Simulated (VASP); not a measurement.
# MgCd3Se4 (P-3m1) in VASP: single point with PBE

Aim: the single point of MgCd3Se4 with PBE.

Program: VASP 6.6.1. These are calculated values, not measurements. Logs are shortened: lines on timing, memory, paths and dates and some standing lists are left out, and cuts for length are marked.

## Step 1: The cell of the first run

Symmetry: P-3m1, No. 164, trigonal system. The conventional cell has a = 4.084 Å, b = 4.084 Å, c = 13.052 Å, α = 90.00°, β = 90.00°, γ = 120.00°. Within 3.7 Å of Mg (site symmetry -3m) lie 6 Se at 2.81 Å and 2 Cd at 3.21 Å. Within 3.8 Å of Cd (site symmetry -3m) lie 6 Se at 2.89 Å and 2 Cd at 3.32 Å. Within 3.8 Å of Cd (site symmetry 3m) lie 6 Se at 2.88 to 2.90 Å and 1 Mg at 3.21 Å and 1 Cd at 3.32 Å. Se (site symmetry 3m) has 3 Mg at 2.81 Å and 3 Cd at 2.90 Å within 3.7 Å. Se (site symmetry 3m) has 6 Cd at 2.88 to 2.89 Å within 3.8 Å.

## Step 2: Single point, PBE

Contents of INCAR:

```
SYSTEM = MgCd3Se4
PREC     = Accurate       ! precision mode
ENCUT    = 600            ! plane-wave cutoff, eV
EDIFF    = 1E-6           ! SCF threshold, eV
ISMEAR   = 0              ! smearing method
SIGMA    = 0.15           ! smearing width, eV
LREAL    = .FALSE.        ! projectors in reciprocal space
LASPH    = .TRUE.         ! aspherical terms in the spheres
NELM     = 120            ! most SCF steps
ALGO     = Normal         ! electronic algorithm
ISIF     = 2              ! what is computed and relaxed
LWAVE    = .FALSE.        ! write WAVECAR
LCHARG   = .FALSE.        ! write CHGCAR
GGA      = PE             ! functional
NBANDS   = 41             ! bands
GGA_COMPAT= .FALSE.
```

Contents of KPOINTS:

```
Automatic mesh
0
G
  3 3 1
  0 0 0
```

Contents of POSCAR:

```
MgCd3Se4
1.0
    4.0843766739     -0.0000000027      0.0000000000
   -2.0421883346      3.5371739596      0.0000000000
    0.0000000000      0.0000000000     13.0518008490
Mg Cd Se
1 3 4
Direct
    0.0000000000      0.0000000000      0.0000000000
    0.0000000000      0.0000000000      0.5000000000
    0.0000000000      0.0000000000      0.2459837409
    0.0000000000      0.0000000000      0.7540162591
    0.3333333333      0.6666666667      0.8835068555
    0.3333333333      0.6666666667      0.3720721046
    0.6666666667      0.3333333333      0.1164931445
    0.6666666667      0.3333333333      0.6279278954
```

Potentials or basis: VASP PAW PBE potentials, release 64 (Mg, Cd, Se).

Run with:

```sh
$ cat potpaw_PBE.64/Mg/POTCAR potpaw_PBE.64/Cd/POTCAR potpaw_PBE.64/Se/POTCAR > POTCAR
$ mpirun -np 1 vasp_std > vasp.out
```

OUTCAR:

```text
SYSTEM = MgCd3Se4
   PREC = Accurate
   ENCUT = 600
   EDIFF = 1E-6
   ISMEAR = 0
   LREAL = .FALSE.
   LASPH = .TRUE.
   NELM = 120
   ISIF = 2
   GGA = PE

 ion  position               nearest neighbor table
   1  0.000  0.000  0.000-   5 2.81   7 2.81   7 2.81   5 2.81   7 2.81   5 2.81   3 3.21   4 3.21

   2  0.000  0.000  0.500-   6 2.89   8 2.89   8 2.89   6 2.89   8 2.89   6 2.89   3 3.32   4 3.32

   3  0.000  0.000  0.246-   6 2.88   6 2.88   6 2.88   7 2.90   7 2.90   7 2.90   1 3.21   2 3.32

   4  0.000  0.000  0.754-   8 2.88   8 2.88   8 2.88   5 2.90   5 2.90   5 2.90   1 3.21   2 3.32

   5  0.333  0.667  0.884-   1 2.81   1 2.81   1 2.81   4 2.90   4 2.90   4 2.90
   6  0.333  0.667  0.372-   3 2.88   3 2.88   3 2.88   2 2.89   2 2.89   2 2.89
   7  0.667  0.333  0.116-   1 2.81   1 2.81   1 2.81   3 2.90   3 2.90   3 2.90
   8  0.667  0.333  0.628-   4 2.88   4 2.88   4 2.88   2 2.89   2 2.89   2 2.89

  LATTYP: Found a hexagonal cell.
 ALAT       =     4.0843766739
 C/A-ratio  =     3.1955428921

  Lattice vectors:

 A1 = (   4.0843766739,  -0.0000000027,   0.0000000000)
 A2 = (  -2.0421883346,   3.5371739596,   0.0000000000)
 A3 = (   0.0000000000,   0.0000000000,  13.0518008490)

Analysis of symmetry for initial positions (statically):
=====================================================================
 Subroutine PRICEL returns:
 Original cell was already a primitive cell.

 Routine SETGRP: Setting up the symmetry group for a
 hexagonal supercell.

 Subroutine GETGRP returns: Found 12 space group operations
 (whereof 12 operations were pure point group operations)
 out of a pool of 24 trial point group operations.

The static configuration has the point symmetry D_3d.

Analysis of symmetry for dynamics (positions and initial velocities):
=====================================================================
 Subroutine PRICEL returns:
 Original cell was already a primitive cell.

 Routine SETGRP: Setting up the symmetry group for a
 hexagonal supercell.

 Subroutine GETGRP returns: Found 12 space group operations
 (whereof 12 operations were pure point group operations)
 out of a pool of 24 trial point group operations.

The dynamic configuration has the point symmetry D_3d.

 Subroutine INISYM returns: Found 12 space group operations
 (whereof 12 operations are pure point group operations),
[... 89 lines left out ...]
   NSW    =      0    number of steps for IOM
   IBRION =     -1    ionic relax: 0-MD 1-quasi-New 2-CG
   NFREE  =      0    steps in history (QN), initial steepest desc. (CG)
   ISIF   =      2    stress and relaxation
   ISYM   =      2    0-nonsym 1-usesym 2-fastsym
   POTIM  = 0.5000    time-step for ionic-motion
   TEBEG  =    0.0;   TEEND  =   0.0 temperature during run
   PSTRESS=    0.0 pullay stress
   NELECT =      62.0000    total number of electrons
   NUPDOWN=      -1.0000    fix difference up-down
   EMIN   =  10.00;   EMAX   =-10.00  energy-range for DOS
   EFERMI =   0.00;   METHOD = LEGACY
   ISMEAR =     0;   SIGMA  =   0.15  broadening in eV -4-tet -1-fermi 0-gaus
   EFERMI_NEDOS =   21; number of points for ismear=-14 and -15
   IALGO  =     38    algorithm
   IMIX   =      4    mixing-type and parameters
     AMIX     =   0.40;   BMIX     =  1.00
     AMIX_MAG =   1.60;   BMIX_MAG =  1.00
  volume/ion in A,a.u.               =      23.57       159.06
  Fermi-wavevector in a.u.,A,eV,Ry     =   1.129938  2.135273 17.371365  1.276759
  Thomas-Fermi vector in A             =   2.266633
   LORBIT       =      0    0 simple, 1 ext, 2 COOP (PROOUT), +10 PAW based schemes
   GGA     = PE    functional components
   LHFCALC =     F    Hartree Fock is set to
   AEXX    =    0.0000 exact exchange contribution
   IVDW    =     0    specifies the selected vdW correction
   LEPSILON=     F    determine dielectric tensor
   LRPA    =     F    only Hartree local field effects (RPA)
 non-spin polarized calculation
 Gauss-broadening in eV      SIGMA  =   0.15
  energy-cutoff  :      600.00
  volume of cell :      188.56
 maximum number of plane-waves:      6323
 NGX is ok and might be reduce to    36
   NGX = 17   NGY = 17   NGZ = 53

 number of electron      61.9999987 magnetization

 Free energy of the ion-electron system (eV)
  ---------------------------------------------------
  ext. energy  EPLUGINS =         0.00000000
  ---------------------------------------------------
  free energy    TOTEN  =       -22.22375879 eV

  energy without entropy =      -22.20761157  energy(sigma->0) =      -22.21568518

 E-fermi :   2.3913     XC(G=0):  -9.7039

 val. band max:        2.1846051566   @ k =   0.0000   0.0000   0.0000
 cond. band min:       2.4894436322   @ k =   0.0000   0.0000   0.0000
 fundamental gap:      0.3048384756
 Fermi energy:         2.3913212500

 k-point     1 :       0.0000    0.0000    0.0000
  band No.  band energies     occupation
      1     -10.4545      2.00000
      2     -10.0573      2.00000
      3     -10.0196      2.00000
      4      -9.5030      2.00000
      5      -5.9481      2.00000
      6      -5.8985      2.00000
[... 121 lines left out ...]
     40       9.0043      0.00000
     41       9.1763      0.00000

------------------------ aborting loop because EDIFF is reached ----------------------------------------

  FORCE on cell =-STRESS in cart. coord.  units (eV):
  Direction    XX          YY          ZZ          XY          YZ          ZX
  --------------------------------------------------------------------------------------
  -------------------------------------------------------------------------------------
  Total        0.0148486      0.0148486      0.0639695      0.0000000      0.0000000      0.0000000
  in kB        0.1261667      0.1261667      0.5435391      0.0000000      0.0000000      0.0000000
  external PRESSURE =       0.2652908 kB  Pullay stress =       0.0000000 kB

 VOLUME and BASIS-vectors are now :
 -----------------------------------------------------------------------------
  energy-cutoff  :      600.00
  volume of cell :      188.56
      direct lattice vectors                 reciprocal lattice vectors
     4.084376674 -0.000000003  0.000000000     0.244835401  0.141355784  0.000000000
    -2.042188335  3.537173960  0.000000000     0.000000000  0.282711569  0.000000000
     0.000000000  0.000000000 13.051800849     0.000000000  0.000000000  0.076617780

 POSITION                                       TOTAL-FORCE (eV/Angst)
 -----------------------------------------------------------------------------------
      0.00000      0.00000      0.00000        -0.000000     -0.000000      0.000000
      0.00000      0.00000      6.52590        -0.000000     -0.000000      0.000000
      0.00000      0.00000      3.21053         0.000000      0.000000     -0.017075
      0.00000      0.00000      9.84127        -0.000000     -0.000000      0.017075
      0.00000      2.35812     11.53136        -0.000000     -0.000000      0.033728
      0.00000      2.35812      4.85621         0.000000      0.000000      0.011408
      2.04219      1.17906      1.52045        -0.000000      0.000000     -0.033728
      2.04219      1.17906      8.19559         0.000000     -0.000000     -0.011408
 -----------------------------------------------------------------------------------
    total drift:                                0.000000     -0.000000      0.000000

  FREE ENERGIE OF THE ION-ELECTRON SYSTEM (eV)
  ---------------------------------------------------
  free  energy   TOTEN  =       -22.2237587865 eV

  energy  without entropy=      -22.2076115712  energy(sigma->0) =      -22.21568518
```

Wall time 24 s (1 thread of Intel Xeon 6975P-C (Granite Rapids), shared host); peak memory 0.38 GiB.

Results:

```yaml
Free_energy: -22.2238 eV
Pressure: 0.0 GPa
Largest_force: 0.034 eV/Å
Band_gap_on_the_k_mesh: 0.30 eV, direct
```

Forces in eV/Å, atoms in the order of the input:
```
Mg   0.000  0.000  0.000
Cd   0.000  0.000  0.000
Cd   0.000  0.000 -0.017
Cd   0.000  0.000  0.017
Se   0.000  0.000  0.034
Se   0.000  0.000  0.011
Se   0.000  0.000 -0.034
Se   0.000  0.000 -0.011
```

Caveat: the k points lie up to 0.59 Å⁻¹ apart. A k mesh can miss the band edges.
